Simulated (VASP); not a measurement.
# TiO2 (Cm) in VASP: single point with PBE+D3(BJ)

Aim: the single point of TiO2 with PBE+D3(BJ).

Everything below comes from runs of VASP 6.6.1. Logs are shortened: lines on timing, memory, paths and dates and some standing lists are left out, and cuts for length are marked.

## Step 1: The cell of the first run

The structure is monoclinic, space group Cm (No. 8). The conventional cell has a = 9.889 Å, b = 2.972 Å, c = 10.706 Å, α = 90.00°, β = 108.71°, γ = 90.00°. Within 2.6 Å of Ti (site symmetry m) lie 5 O at 1.97 to 1.99 Å. Ti (site symmetry m) has 6 O at 1.97 Å within 2.6 Å. Within 2.6 Å of Ti (site symmetry m) lie 6 O at 1.97 Å. Ti (site symmetry m) has 6 O at 1.97 Å within 2.6 Å. Within 2.6 Å of O (site symmetry m) lie 2 Ti at 1.97 Å and 3 O at 2.59 Å. Within 2.6 Å of O (site symmetry m) lie 3 Ti at 1.97 Å and 3 O at 2.59 Å. Within 2.6 Å of O (site symmetry m) lie 3 Ti at 1.97 Å and 3 O at 2.59 Å. O (site symmetry m) has 3 Ti at 1.97 Å and 3 O at 2.03 to 2.59 Å within 2.6 Å.

## Step 2: Single point, PBE+D3(BJ) (the part above a cut slid along it)

Contents of INCAR:

```
  ALGO = Normal
  EDIFF = 1E-6
  ENCUT = 600
  GGA = PE
  GGA_COMPAT = False
  ISIF = 2
  ISMEAR = 0
  ISYM = 0
  IVDW = 12
  LASPH = True
  LCHARG = True
  LELF = True
  LREAL = False
  LVHAR = True
  LWAVE = False
  NBANDS = 60
  NELM = 120
  PREC = Accurate
  SIGMA = 0.05
```

Contents of KPOINTS:

```
k-points
0
Gamma
  9 6 3
```

Contents of POSCAR:

```
TiO2
1.0
    1.4862023626     -2.5741780023      0.0000000000
    1.4862023626     -0.8580593341     -4.8692577686
   10.6511169318      2.7171878914     -1.6230859229
Ti O
4 8
Direct
   -0.7917083333     -0.3166833333      0.9500500000
    0.3332916667     -0.0666833333      0.2000500000
   -0.3750416667     -0.1500166667      0.4500500000
   -0.0833750000     -0.2333500000      0.7000500000
    0.8171597473      0.1653735065      0.1001534995
    0.1088264139      0.0820401731      0.3501534995
    0.4004930806     -0.0012931602      0.6001534995
   -0.3078402527     -0.0846264935      0.8501534995
    0.5577569194      0.7845931602      0.0499465005
   -0.1505764139      0.7012598269      0.2999465005
    0.1410902527      0.6179264935      0.5499465005
   -0.5672430806      0.5345931602      0.7999465005
```

Potentials or basis: VASP PAW PBE potentials, release 64 (Ti_sv, O).

The run is started by

```bash
> cat potpaw_PBE.64/Ti_sv/POTCAR potpaw_PBE.64/O/POTCAR > POTCAR
> mpirun -np 1 vasp_std > vasp.out
```

OUTCAR:

```text
EDIFF = 1E-6
   ENCUT = 600
   GGA = PE
   ISIF = 2
   ISMEAR = 0
   ISYM = 0
   IVDW = 12
   LASPH = True
   LREAL = False
   NELM = 120
   PREC = Accurate
 IVDW          = 12

 ion  position               nearest neighbor table
   1  0.208  0.683  0.950-   8 1.97   8 1.97  12 1.97   9 1.99   9 1.99
   2  0.333  0.933  0.200-   5 1.97  10 1.97  10 1.97   5 1.97   6 1.97   9 1.97
   3  0.625  0.850  0.450-   6 1.97  11 1.97   6 1.97  11 1.97  10 1.97   7 1.97
   4  0.917  0.767  0.700-   7 1.97  12 1.97   7 1.97  12 1.97  11 1.97   8 1.97
   5  0.817  0.165  0.100-   2 1.97   2 1.97
   6  0.109  0.082  0.350-   3 1.97   3 1.97   2 1.97
   7  0.400  0.999  0.600-   4 1.97   4 1.97   3 1.97
   8  0.692  0.915  0.850-   1 1.97   1 1.97   4 1.97
   9  0.558  0.785  0.050-   2 1.97   1 1.99   1 1.99
  10  0.849  0.701  0.300-   2 1.97   2 1.97   3 1.97
  11  0.141  0.618  0.550-   3 1.97   3 1.97   4 1.97
  12  0.433  0.535  0.800-   4 1.97   4 1.97   1 1.97

IMPORTANT INFORMATION: All symmetrisations will be switched off!
NOSYMM: (Re-)initialisation of all symmetry stuff for point group C_1.

----------------------------------------------------------------------------------------

                                     Primitive cell

  volume of cell :     149.0285

  direct lattice vectors                    reciprocal lattice vectors
     1.486202363 -2.574178002  0.000000000     0.098124816 -0.331821135  0.088423241
     1.486202363 -0.858059334 -4.869257769    -0.028035662 -0.016186397 -0.211074835
    10.651116932  2.717187891 -1.623085923     0.084106985  0.048559191  0.017114176

  length of vectors
     2.972404725  5.162822339 11.111426994     0.357144809  0.213542931  0.098614781

  position of ions in fractional coordinates (direct lattice)
     0.208291667  0.683316667  0.950050000
     0.333291667  0.933316667  0.200050000
     0.624958333  0.849983333  0.450050000
     0.916625000  0.766650000  0.700050000
     0.817159747  0.165373507  0.100153500
     0.108826414  0.082040173  0.350153500
     0.400493081  0.998706840  0.600153500
     0.692159747  0.915373507  0.850153500
     0.557756919  0.784593160  0.049946500
     0.849423586  0.701259827  0.299946500
     0.141090253  0.617926494  0.549946500
     0.432756919  0.534593160  0.799946500

  ion indices of the primitive-cell ions
   primitive index   ion index
                 1           1
                 2           2
                 3           3
                 4           4
                 5           5
                 6           6
                 7           7
                 8           8
[... 110 lines left out ...]
   NUPDOWN=      -1.0000    fix difference up-down
   EMIN   =  10.00;   EMAX   =-10.00  energy-range for DOS
   EFERMI =   0.00;   METHOD = LEGACY
   ISMEAR =     0;   SIGMA  =   0.05  broadening in eV -4-tet -1-fermi 0-gaus
   EFERMI_NEDOS =   21; number of points for ismear=-14 and -15
   IALGO  =     38    algorithm
   IMIX   =      4    mixing-type and parameters
     AMIX     =   0.40;   BMIX     =  1.00
     AMIX_MAG =   1.60;   BMIX_MAG =  1.00
  volume/ion in A,a.u.               =      12.42        83.81
  Fermi-wavevector in a.u.,A,eV,Ry     =   1.413868  2.671823 27.198349  1.999022
  Thomas-Fermi vector in A             =   2.535469
   LORBIT       =      0    0 simple, 1 ext, 2 COOP (PROOUT), +10 PAW based schemes
   GGA     = PE    functional components
   LHFCALC =     F    Hartree Fock is set to
   AEXX    =    0.0000 exact exchange contribution
   IVDW    =    12    specifies the selected vdW correction
   LEPSILON=     F    determine dielectric tensor
   LRPA    =     F    only Hartree local field effects (RPA)
 non-spin polarized calculation
 Gauss-broadening in eV      SIGMA  =   0.05
  energy-cutoff  :      600.00
  volume of cell :      149.03
 maximum number of plane-waves:      5004
   NGX = 11   NGY = 21   NGZ = 45

 number of electron      95.9999990 magnetization

 Free energy of the ion-electron system (eV)
  ---------------------------------------------------
  ext. energy  EPLUGINS =         0.00000000
  ---------------------------------------------------
  free energy    TOTEN  =      -103.68412898 eV

  energy without entropy =     -103.68412898  energy(sigma->0) =     -103.68412898

 E-fermi :   3.5145     XC(G=0): -10.1522

 val. band max:        3.1718374514   @ k =   0.1111  -0.0000   0.0000
 cond. band min:       4.4055156409   @ k =   0.3333  -0.3333   0.3333
 fundamental gap:      1.2336781896
 Fermi energy:         3.5145446842

 k-point     1 :       0.0000    0.0000    0.0000
  band No.  band energies     occupation
      1     -54.5945      2.00000
      2     -54.1692      2.00000
      3     -53.8367      2.00000
      4     -53.3911      2.00000
      5     -30.9381      2.00000
      6     -30.8231      2.00000
[... 1501 lines left out ...]
     59       6.7161      0.00000
     60       6.7675      0.00000

 [... further k-points ...]

------------------------ aborting loop because EDIFF is reached ----------------------------------------

 Edisp (eV)   -2.40893

 E8    (eV) :    -0.9409

  FORCE on cell =-STRESS in cart. coord.  units (eV):
  Direction    XX          YY          ZZ          XY          YZ          ZX
  --------------------------------------------------------------------------------------
  -------------------------------------------------------------------------------------
  Total       2.11911    -2.43003    -3.24832     3.93970    -0.23571    -0.40839
  in kB      22.78211   -26.12485   -34.92207    42.35499    -2.53407    -4.39052
  external pressure =      -12.75 kB  Pullay stress =        0.00 kB

 VOLUME and BASIS-vectors are now :
 -----------------------------------------------------------------------------
  energy-cutoff  :      600.00
  volume of cell :      149.03
      direct lattice vectors                 reciprocal lattice vectors
     1.486202363 -2.574178002  0.000000000     0.098124816 -0.331821135  0.088423241
     1.486202363 -0.858059334 -4.869257769    -0.028035662 -0.016186397 -0.211074835
    10.651116932  2.717187891 -1.623085923     0.084106985  0.048559191  0.017114176

 POSITION                                       TOTAL-FORCE (eV/Angst)
 -----------------------------------------------------------------------------------
     11.44420      1.45896     -4.86926         1.392631      0.803969     -0.815150
      4.01319     -1.11522     -4.86926        -1.269928     -0.733258     -1.372975
      6.98560     -1.11522     -4.86926        -0.824322     -0.475988      0.015188
      9.95800     -1.11522     -4.86926        -0.898453     -0.518785     -0.333604
      2.52699     -1.97328     -0.96780         0.470863      0.272102     -0.963737
      4.01319      0.60090     -0.96780         0.408119      0.235906      0.031027
      8.47180     -0.25716     -5.83706         0.475516      0.274821      0.007793
     11.44420     -0.25716     -5.83706        -3.132627     -1.808353      0.334222
      2.52699     -1.97328     -3.90145         1.690519      0.975826      2.872734
      5.49939     -1.97328     -3.90145         0.336408      0.194027      0.173019
      6.98560      0.60090     -3.90145         0.292695      0.168784      0.106824
      9.95800      0.60090     -3.90145         1.058577      0.610949     -0.055341
 -----------------------------------------------------------------------------------
    total drift:                                0.000007     -0.000061      0.000807

  FREE ENERGIE OF THE ION-ELECTRON SYSTEM (eV)
  ---------------------------------------------------
  free  energy   TOTEN  =      -106.0930622144 eV

  energy  without entropy=     -106.0930622144  energy(sigma->0) =     -106.09306221
```

OSZICAR:

```text
N       E                     dE             d eps       ncg     rms          rms(c)
DAV:   1     0.160155294251E+04    0.16016E+04   -0.51993E+04  9864   0.204E+03
DAV:   2     0.203522979530E+03   -0.13980E+04   -0.13303E+04  9968   0.612E+02
DAV:   3    -0.111531184911E+03   -0.31505E+03   -0.30316E+03 12772   0.249E+02
[... 11 lines left out ...]
DAV:  15    -0.103684109752E+03   -0.33358E-04   -0.31635E-04 14600   0.104E-01    0.311E-02
DAV:  16    -0.103684123371E+03   -0.13619E-04   -0.80546E-05 14552   0.659E-02    0.128E-02
DAV:  17    -0.103684126773E+03   -0.34023E-05   -0.14794E-05 13400   0.252E-02    0.561E-03
DAV:  18    -0.103684128534E+03   -0.17610E-05   -0.29526E-06  9088   0.111E-02    0.313E-03
DAV:  19    -0.103684128979E+03   -0.44428E-06   -0.10757E-06  5968   0.810E-03
   1 F= -.10609306E+03 E0= -.10609306E+03  d E =-.142381E-23
```

stdout:

```text
POSCAR found type information on POSCAR TiO
 POSCAR found :  2 types and      12 ions
 scaLAPACK will be used
 LDA part: xc-table for (Slater+PW92), standard interpolation
 -----------------------------------------------------------------------------
|                                                                             |
|           W    W    AA    RRRRR   N    N  II  N    N   GGGG   !!!           |
|           W    W   A  A   R    R  NN   N  II  NN   N  G    G  !!!           |
|           W    W  A    A  R    R  N N  N  II  N N  N  G       !!!           |
|           W WW W  AAAAAA  RRRRR   N  N N  II  N  N N  G  GGG   !            |
|           WW  WW  A    A  R   R   N   NN  II  N   NN  G    G                |
|           W    W  A    A  R    R  N    N  II  N    N   GGGG   !!!           |
|                                                                             |
|     Your reciprocal lattice and k-lattice belong to different lattice       |
|     classes:                                                                |
|                                                                             |
|        The reciprocal lattice is base-centered monoclinic,                  |
|        whereas your k-lattice is triclinic.                                 |
|                                                                             |
|     Results are often still useful ...                                      |
|                                                                             |
 -----------------------------------------------------------------------------

 POSCAR, INCAR and KPOINTS ok, starting setup
 FFT: planning ... GRIDC
 FFT: planning ... GRID_SOFT
 FFT: planning ... GRID
 WAVECAR not read
 entering main loop
```

It took 18 min on 1 thread of Intel Xeon Platinum 8259CL at 2.50GHz (Skylake/Cascade Lake), shared host; peak memory 0.72 GiB.

What came out:

- Free energy: -106.0931 eV
- Pressure: -1.3 GPa
- Largest force: 3.633 eV/Å
- Band gap on the k mesh: 1.23 eV (least direct gap 1.35 eV)
- Dispersion energy per atom: -0.201 eV

Forces in eV/Å, atoms in the order of the input:
```
Ti   1.393  0.804 -0.815
Ti  -1.270 -0.733 -1.373
Ti  -0.824 -0.476  0.015
Ti  -0.898 -0.519 -0.334
O    0.471  0.272 -0.964
O    0.408  0.236  0.031
O    0.476  0.275  0.008
O   -3.133 -1.808  0.334
O    1.691  0.976  2.873
O    0.336  0.194  0.173
O    0.293  0.169  0.107
O    1.059  0.611 -0.055
```

Stress tensor (GPa, compression positive):
```
 2.28  4.24 -0.44
 4.24 -2.61 -0.25
-0.44 -0.25 -3.49
```

Caveat: the cell differs from its parent crystal (the part above a cut slid along it); the stress differs along the axes, from -3 to 2 GPa; forces of over 1 eV/Å act on the atoms, so gaps and moduli don't describe the material at rest. A k mesh can miss the band edges.
